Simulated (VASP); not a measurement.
# Mo16H (a cell with a defect) in VASP: a series of runs

The runs below take Mo16H (a cell with a defect) through single point, with PBE.

All numbers are computed with VASP 6.6.1; they aren't measurements. Logs are shortened: lines on timing, memory, paths and dates and some standing lists are left out, and cuts for length are marked.

### 1 The cell of the first run

The cell holds a defect, 17 atoms: a = 6.300 Å, b = 6.300 Å, c = 6.300 Å, α = 90.00°, β = 90.00°, γ = 90.00°.

### 2 Single point, PBE

Input file INCAR:

```
SYSTEM = Mo16H
ALGO     = Normal         ! electronic algorithm
EDIFF    = 1E-6           ! SCF threshold, eV
ENCUT    = 520            ! plane-wave cutoff, eV
GGA      = PE             ! functional
ISIF     = 2              ! what is computed and relaxed
ISMEAR   = 0              ! smearing method
LASPH    = .TRUE.         ! aspherical terms in the spheres
LCHARG   = .FALSE.        ! write CHGCAR
LREAL    = Auto         
LWAVE    = .FALSE.        ! write WAVECAR
NBANDS   = 126            ! bands
NELM     = 60             ! most SCF steps
PREC     = Accurate       ! precision mode
SIGMA    = 0.1            ! smearing width, eV
```

Input file KPOINTS:

```
k-points
0
G
  3 3 3
  0 0 0
```

Input file POSCAR:

```
Mo16H
1.0
    6.3000000000      0.0000000000      0.0000000000
    0.0000000000      6.3000000000      0.0000000000
    0.0000000000      0.0000000000      6.3000000000
Mo H
16 1
Direct
   -0.0011766667      0.0017371429      0.0003803175
    0.5007296825     -0.0003266667      0.0003803175
   -0.0115923810      0.5092731746      0.0003800000
   -0.0021377778     -0.0019715873      0.5003804762
    0.2523806349      0.2438752381      0.2652584127
    0.4992306349      0.5024606349      0.0003800000
    0.5032569841     -0.0026142857      0.5003806349
    0.7504655556      0.2505963492      0.2512836508
   -0.0010465079      0.5016025397      0.5003804762
    0.2500798413      0.7503477778      0.2515547619
    0.2523801587      0.2438758730      0.7355071429
    0.5018487302      0.5019069841      0.5003806349
    0.7489277778      0.7525371429      0.2516231746
    0.7504653968      0.2505960317      0.7494776190
    0.2500798413      0.7503482540      0.7492063492
    0.7489279365      0.7525369841      0.7491398413
    0.2230528571      0.3412279365      0.0003836508
```

Potentials or basis: VASP PAW PBE potentials, release 64 (Mo_sv, H).

Launch:

```
$ cat potpaw_PBE.64/Mo_sv/POTCAR potpaw_PBE.64/H/POTCAR > POTCAR
$ mpirun -np 1 vasp_std > vasp.out
```

OUTCAR:

```text
SYSTEM = Mo16H
   EDIFF = 1E-6
   ENCUT = 520
   GGA = PE
   ISIF = 2
   ISMEAR = 0
   LASPH = .TRUE.
   LREAL = Auto
   NELM = 60
   PREC = Accurate

 ion  position               nearest neighbor table
   1  0.999  0.002  0.000-  14 2.72   8 2.72  16 2.73  13 2.73  15 2.74  10 2.74  11 2.77   5 2.77
                             3 3.10   2 3.14   4 3.15   4 3.15   2 3.16   3 3.20
   2  0.501  1.000  0.000-  16 2.72  13 2.72  15 2.73  10 2.73  14 2.73   8 2.73  11 2.76   5 2.76
                             6 3.13   1 3.14   7 3.15   7 3.15   1 3.16   6 3.17
   3  0.988  0.509  0.000-  17 1.82  16 2.67  13 2.67  14 2.72   8 2.72  15 2.74  10 2.74  11 2.89
                             5 2.89   6 3.08   1 3.10   9 3.15   9 3.15   1 3.20   6 3.22
   4  0.998  0.998  0.500-   5 2.68  11 2.68  13 2.70  16 2.70  15 2.72  10 2.72   8 2.72  14 2.72
                             7 3.12   9 3.13   1 3.15   1 3.15   9 3.17   7 3.18
   5  0.252  0.244  0.265-  17 1.79   7 2.67   4 2.68  12 2.70   9 2.72   2 2.76   1 2.77   6 2.80
                             3 2.89  11 2.96  10 3.11   8 3.14   8 3.16  10 3.19  11 3.34
   6  0.499  0.502  0.000-  17 2.01  15 2.72  10 2.72  16 2.73  13 2.73  14 2.74   8 2.74  11 2.80
                             5 2.80   3 3.08   2 3.13  12 3.15  12 3.15   2 3.17   3 3.22
   7  0.503  0.997  0.500-   5 2.67  11 2.67  13 2.69  16 2.69  15 2.72  10 2.72  14 2.73   8 2.73
                             4 3.12  12 3.12   2 3.15   2 3.15  12 3.18   4 3.18
   8  0.750  0.251  0.251-   3 2.72   1 2.72   9 2.72  12 2.72   4 2.72   7 2.73   2 2.73   6 2.74
                            13 3.14  14 3.14   5 3.14  14 3.16  13 3.16   5 3.16
   9  0.999  0.502  0.500-   5 2.72  11 2.72   8 2.72  14 2.72  10 2.72  15 2.72  13 2.73  16 2.73
                             4 3.13  12 3.13   3 3.15   3 3.15  12 3.17   4 3.17
  10  0.250  0.750  0.252-   6 2.72   9 2.72   4 2.72  12 2.72   7 2.72   2 2.73   1 2.74   3 2.74
                             5 3.11  15 3.14  13 3.14  13 3.16  15 3.16   5 3.19
  11  0.252  0.244  0.736-  17 1.79   7 2.67   4 2.68  12 2.70   9 2.72   2 2.76   1 2.77   6 2.80
                             3 2.89   5 2.96  15 3.11  14 3.14  14 3.16  15 3.19   5 3.34
  12  0.502  0.502  0.500-   5 2.70  11 2.70  13 2.72  16 2.72   8 2.72  14 2.72  10 2.72  15 2.72
                             7 3.12   9 3.13   6 3.15   6 3.15   9 3.17   7 3.18
  13  0.749  0.753  0.252-   3 2.67   7 2.69   4 2.70  12 2.72   2 2.72   9 2.73   1 2.73   6 2.73
                            16 3.13   8 3.14  10 3.14  10 3.16   8 3.16  16 3.17
  14  0.750  0.251  0.749-   3 2.72   1 2.72   9 2.72  12 2.72   4 2.72   7 2.73   2 2.73   6 2.74
                            16 3.14   8 3.14  11 3.14   8 3.16  16 3.16  11 3.16
  15  0.250  0.750  0.749-   6 2.72   9 2.72   4 2.72  12 2.72   7 2.72   2 2.73   1 2.74   3 2.74
                            11 3.11  10 3.14  16 3.14  16 3.16  10 3.16  11 3.19
  16  0.749  0.753  0.749-   3 2.67   7 2.69   4 2.70  12 2.72   2 2.72   9 2.73   1 2.73   6 2.73
                            13 3.13  14 3.14  15 3.14  15 3.16  14 3.16  13 3.17
  17  0.223  0.341  0.000-   5 1.79  11 1.79   3 1.82   6 2.01

  LATTYP: Found a simple cubic cell.
 ALAT       =     6.3000000000

  Lattice vectors:

 A1 = (   6.3000000000,   0.0000000000,   0.0000000000)
 A2 = (   0.0000000000,   6.3000000000,   0.0000000000)
 A3 = (   0.0000000000,   0.0000000000,   6.3000000000)

Analysis of symmetry for initial positions (statically):
=====================================================================
 Subroutine PRICEL returns:
 Original cell was already a primitive cell.

 Routine SETGRP: Setting up the symmetry group for a
 simple cubic supercell.

 Subroutine GETGRP returns: Found  2 space group operations
 (whereof  1 operations were pure point group operations)
 out of a pool of 48 trial point group operations.

The static configuration has the point symmetry C_1 .
 The point group associated with its full space group is C_1h.

Analysis of symmetry for dynamics (positions and initial velocities):
=====================================================================
 Subroutine PRICEL returns:
 Original cell was already a primitive cell.

 Routine SETGRP: Setting up the symmetry group for a
 simple cubic supercell.

 Subroutine GETGRP returns: Found  2 space group operations
 (whereof  1 operations were pure point group operations)
 out of a pool of 48 trial point group operations.

The dynamic configuration has the point symmetry C_1 .
 The point group associated with its full space group is C_1h.

 Subroutine INISYM returns: Found  2 space group operations
 (whereof  1 operations are pure point group operations),
 and found     1 'primitive' translations

----------------------------------------------------------------------------------------

                                     Primitive cell

  volume of cell :     250.0470

  direct lattice vectors                    reciprocal lattice vectors
     6.300000000  0.000000000  0.000000000     0.158730159  0.000000000  0.000000000
     0.000000000  6.300000000  0.000000000     0.000000000  0.158730159  0.000000000
     0.000000000  0.000000000  6.300000000     0.000000000  0.000000000  0.158730159

  length of vectors
     6.300000000  6.300000000  6.300000000     0.158730159  0.158730159  0.158730159

  position of ions in fractional coordinates (direct lattice)
     0.998823333  0.001737143  0.000380318
     0.500729683  0.999673333  0.000380318
     0.988407619  0.509273175  0.000380000
     0.997862222  0.998028413  0.500380476
     0.252380635  0.243875238  0.265258413
     0.499230635  0.502460635  0.000380000
[... 9 lines left out ...]
     0.748927937  0.752536984  0.749139841
     0.223052857  0.341227936  0.000383651

  ion indices of the primitive-cell ions
   primitive index   ion index
                 1           1
                 2           2
                 3           3
                 4           4
                 5           5
                 6           6
[... 9 lines left out ...]
                16          16
                17          17

----------------------------------------------------------------------------------------

 KPOINTS: k-points

Automatic generation of k-mesh.
 Grid dimensions read from file:
 generate k-points for:    3    3    3

 Generating k-lattice:

  Cartesian coordinates                     Fractional coordinates (reciprocal lattice)
     0.052910053  0.000000000  0.000000000     0.333333333  0.000000000  0.000000000
     0.000000000  0.052910053  0.000000000     0.000000000  0.333333333  0.000000000
     0.000000000  0.000000000  0.052910053     0.000000000  0.000000000  0.333333333

  Length of vectors
     0.052910053  0.052910053  0.052910053

  Shift w.r.t. Gamma in fractional coordinates (k-lattice)
     0.000000000  0.000000000  0.000000000

 Subroutine IBZKPT returns following result:
 ===========================================

 Found     10 irreducible k-points:

 Following reciprocal coordinates:
            Coordinates               Weight
  0.000000  0.000000  0.000000      1.000000
  0.333333  0.000000  0.000000      2.000000
  0.000000  0.333333  0.000000      2.000000
  0.000000  0.000000  0.333333      2.000000
  0.333333  0.333333  0.000000      2.000000
  0.000000  0.333333  0.333333      4.000000
  0.333333  0.000000  0.333333      4.000000
 -0.333333  0.333333  0.000000      2.000000
  0.333333  0.333333  0.333333      4.000000
 -0.333333  0.333333  0.333333      4.000000
   k-points           NKPTS =     10   k-points in BZ     NKDIM =     10   number of bands    NBANDS=    126
   number of dos      NEDOS =    301   number of ions     NIONS =     17
   total plane-waves  NPLWV = 110592
   dimension x,y,z NGX =    48 NGY =   48 NGZ =   48
   dimension x,y,z NGXF=    96 NGYF=   96 NGZF=   96
   ions per type =              16   1
   NGX,Y,Z   is equivalent  to a cutoff of  12.67, 12.67, 12.67 a.u.
   NGXF,Y,Z  is equivalent  to a cutoff of  25.33, 25.33, 25.33 a.u.
 SYSTEM =  Mo16H
   PREC   = accura    normal or accurate (medium, high low for compatibility)
   ISTART =      0    job   : 0-new  1-cont  2-samecut
   ICHARG =      2    charge: 1-file 2-atom 10-const
   ISPIN  =      1    spin polarized calculation?
   LNONCOLLINEAR =      F non collinear calculations
   LSORBIT =      F    spin-orbit coupling
   LASPH  =      T    aspherical Exc in radial PAW
   ENCUT  =  520.0 eV  38.22 Ry    6.18 a.u.  11.71 11.71 11.71*2*pi/ulx,y,z
   NELM   =     60;   NELMIN=  2; NELMDL= -5     # of ELM steps
   EDIFF  = 0.1E-05   stopping-criterion for ELM
   LREAL  =      T    real-space projection
   EDIFFG = 0.1E-04   stopping-criterion for IOM
   NSW    =      0    number of steps for IOM
   IBRION =     -1    ionic relax: 0-MD 1-quasi-New 2-CG
   NFREE  =      0    steps in history (QN), initial steepest desc. (CG)
   ISIF   =      2    stress and relaxation
   ISYM   =      2    0-nonsym 1-usesym 2-fastsym
   POTIM  = 0.5000    time-step for ionic-motion
   TEBEG  =    0.0;   TEEND  =   0.0 temperature during run
   PSTRESS=    0.0 pullay stress
   NELECT =     225.0000    total number of electrons
   NUPDOWN=      -1.0000    fix difference up-down
   EMIN   =  10.00;   EMAX   =-10.00  energy-range for DOS
   EFERMI =   0.00;   METHOD = LEGACY
   ISMEAR =     0;   SIGMA  =   0.10  broadening in eV -4-tet -1-fermi 0-gaus
   EFERMI_NEDOS =   21; number of points for ismear=-14 and -15
   IALGO  =     38    algorithm
   IMIX   =      4    mixing-type and parameters
     AMIX     =   0.40;   BMIX     =  1.00
     AMIX_MAG =   1.60;   BMIX_MAG =  1.00
  volume/ion in A,a.u.               =      14.71        99.26
  Fermi-wavevector in a.u.,A,eV,Ry     =   1.580502  2.986716 33.987182  2.497987
  Thomas-Fermi vector in A             =   2.680720
   LORBIT       =      0    0 simple, 1 ext, 2 COOP (PROOUT), +10 PAW based schemes
   GGA     = PE    functional components
   LHFCALC =     F    Hartree Fock is set to
   AEXX    =    0.0000 exact exchange contribution
   IVDW    =     0    specifies the selected vdW correction
   LEPSILON=     F    determine dielectric tensor
   LRPA    =     F    only Hartree local field effects (RPA)
 non-spin polarized calculation
 Gauss-broadening in eV      SIGMA  =   0.10
  energy-cutoff  :      520.00
  volume of cell :      250.05
 maximum number of plane-waves:      6763
   NGX = 23   NGY = 23   NGZ = 23

 number of electron     225.0000017 magnetization

 Free energy of the ion-electron system (eV)
  ---------------------------------------------------
  ext. energy  EPLUGINS =         0.00000000
  ---------------------------------------------------
  free energy    TOTEN  =      -177.74436352 eV

  energy without entropy =     -177.65943520  energy(sigma->0) =     -177.70189936

 E-fermi :  12.7865     XC(G=0): -13.4255

 val. band max:       12.7749539694   @ k =   0.3333   0.3333   0.0000
 cond. band min:      12.7929637769   @ k =   0.3333   0.0000   0.0000
 fundamental gap:      0.0180098075
 Fermi energy:        12.7864908269

 k-point     1 :       0.0000    0.0000    0.0000
  band No.  band energies     occupation
      1     -48.6145      2.00000
      2     -48.4049      2.00000
      3     -48.3893      2.00000
      4     -48.3686      2.00000
      5     -48.3620      2.00000
      6     -48.3550      2.00000
[... 1259 lines left out ...]
    123      14.0326      0.00000
    124      14.1013      0.00000
 [bands above 124 left out]

------------------------ aborting loop because EDIFF is reached ----------------------------------------

  FORCE on cell =-STRESS in cart. coord.  units (eV):
  Direction    XX          YY          ZZ          XY          YZ          ZX
  --------------------------------------------------------------------------------------
  -------------------------------------------------------------------------------------
  Total        8.7737034      9.3535060     12.3611658     -0.8699233      0.0000000      0.0000000
  in kB       56.2175459     59.9326336     79.2042283     -5.5740377      0.0000000      0.0000000
  external PRESSURE =      65.1181359 kB  Pullay stress =       0.0000000 kB

 VOLUME and BASIS-vectors are now :
 -----------------------------------------------------------------------------
  energy-cutoff  :      520.00
  volume of cell :      250.05
      direct lattice vectors                 reciprocal lattice vectors
     6.300000000  0.000000000  0.000000000     0.158730159  0.000000000  0.000000000
     0.000000000  6.300000000  0.000000000     0.000000000  0.158730159  0.000000000
     0.000000000  0.000000000  6.300000000     0.000000000  0.000000000  0.158730159

 POSITION                                       TOTAL-FORCE (eV/Angst)
 -----------------------------------------------------------------------------------
      6.29259      0.01094      0.00240        -0.022321     -0.036199      0.000000
      3.15460      6.29794      0.00240        -0.012815     -0.025232      0.000000
      6.22697      3.20842      0.00239        -0.024383     -0.035824      0.000000
      6.28653      6.28758      3.15240        -0.027239     -0.013735      0.000000
      1.59000      1.53641      1.67113        -0.042944     -0.041132      0.011471
      3.14515      3.16550      0.00239         0.015224     -0.004200      0.000000
[... 9 lines left out ...]
      4.71825      4.74098      4.71958        -0.008469     -0.013623      0.004368
      1.40523      2.14974      0.00242         0.349394      0.314519      0.000000
 -----------------------------------------------------------------------------------
    total drift:                               -0.001367     -0.000783      0.477084

  FREE ENERGIE OF THE ION-ELECTRON SYSTEM (eV)
  ---------------------------------------------------
  free  energy   TOTEN  =      -177.7443635248 eV

  energy  without entropy=     -177.6594352014  energy(sigma->0) =     -177.70189936
```

Wall time 12 min (1 thread of Intel Xeon Platinum 8375C at 2.90GHz (Ice Lake), shared host); peak memory 0.44 GiB.

What came out:

* Free energy: -177.7444 eV
* Pressure: 6.5 GPa
* Largest force: 0.470 eV/Å
* Band gap on the k mesh: zero (an odd number of electrons rules out a gap without spin polarisation)

Forces in eV/Å, atoms in the order of the input:
```
Mo  -0.022 -0.036  0.000
Mo  -0.013 -0.025  0.000
Mo  -0.024 -0.036  0.000
Mo  -0.027 -0.014  0.000
Mo  -0.043 -0.041  0.011
Mo   0.015 -0.004  0.000
Mo  -0.037 -0.004  0.000
Mo  -0.024 -0.015  0.001
Mo  -0.017 -0.024  0.000
Mo  -0.021 -0.007  0.002
Mo  -0.043 -0.041 -0.011
Mo  -0.031 -0.018  0.000
Mo  -0.008 -0.014 -0.004
Mo  -0.024 -0.015 -0.001
Mo  -0.021 -0.007 -0.002
Mo  -0.008 -0.014  0.004
H    0.349  0.315  0.000
```

### 3 Single point, PBE

Input file INCAR:

```
  PREC = Accurate
  ENCUT = 520
  EDIFF = 1E-6
  ISMEAR = 0
  SIGMA = 0.1
  LREAL = Auto
  LASPH = T
  NELM = 80
  ALGO = Normal
  ISIF = 2
  LWAVE = F
  LCHARG = F
  GGA = PE
  NBANDS = 126
```

Input file KPOINTS:

```
regular mesh
0
Gamma
  3 3 3
```

Input file POSCAR:

```
Mo16H
1.0
    6.3000000000      0.0000000000      0.0000000000
    0.0000000000      6.3000000000      0.0000000000
    0.0000000000      0.0000000000      6.3000000000
Mo H
16 1
Direct
   -0.0013612698      0.0016817460     -0.0000073016
    0.5005595238     -0.0001376190     -0.0000088889
   -0.0087939683      0.5109361905     -0.0000076190
   -0.0016552381     -0.0016352381      0.4999919048
    0.2555492063      0.2477188889      0.2664682540
    0.4987020635      0.5014774603     -0.0000088889
    0.5032730159     -0.0030366667      0.4999934921
    0.7498123810      0.2508580952      0.2510765079
   -0.0013800000      0.5016857143      0.4999922222
    0.2493806349      0.7502541270      0.2508846032
    0.2555473016      0.2477195238      0.7335280952
    0.5024084127      0.5024784127      0.4999933333
    0.7476277778      0.7521128571      0.2510560317
    0.7498131746      0.2508577778      0.7489141270
    0.2493800000      0.7502541270      0.7491058730
    0.7476295238      0.7521126984      0.7489385714
    0.1717173016      0.2859125397     -0.0000025397
```

Potentials or basis: VASP PAW PBE potentials, release 64 (Mo_sv, H).

Launch:

```
$ cat potpaw_PBE.64/Mo_sv/POTCAR potpaw_PBE.64/H/POTCAR > POTCAR
$ mpirun -np 1 vasp_std > vasp.out
```

Run time: 30 min. Hardware: 1 thread of Intel Xeon 8259CL, shared host; peak memory 0.49 GiB.

Results (log left out):

- Free energy: -177.7020 eV
- Pressure: 6.5 GPa
- Largest force: 0.398 eV/Å
- Band gap on the k mesh: zero (an odd number of electrons rules out a gap without spin polarisation)

Forces on the atoms (eV/Å):
```
Mo   0.008  0.024  0.000
Mo   0.023  0.010  0.000
Mo   0.021  0.035  0.000
Mo   0.001  0.024  0.000
Mo   0.045  0.030  0.003
Mo   0.010  0.019  0.000
Mo   0.001  0.027  0.000
Mo   0.014  0.005  0.004
Mo   0.013  0.016  0.000
Mo   0.021  0.011  0.004
Mo   0.045  0.030 -0.003
Mo   0.011  0.035  0.000
Mo   0.022 -0.005 -0.004
Mo   0.014  0.005 -0.005
Mo   0.021  0.011 -0.004
Mo   0.022 -0.005  0.004
H   -0.291 -0.272  0.000
```

Stress tensor (GPa, compression positive):
```
 5.79 -0.66  0.00
-0.66  5.48  0.00
 0.00  0.00  8.35
```

Levels at points of the mesh, in eV from the Fermi level:
| k point | band 110 | band 111 | band 112 | band 113 | band 114 | band 115 |
| --- | --- | --- | --- | --- | --- | --- |
| (0.00, 0.00, 0.00) | -0.73 | -0.73 | -0.69 | 0.53 | 0.58 | 0.69 |
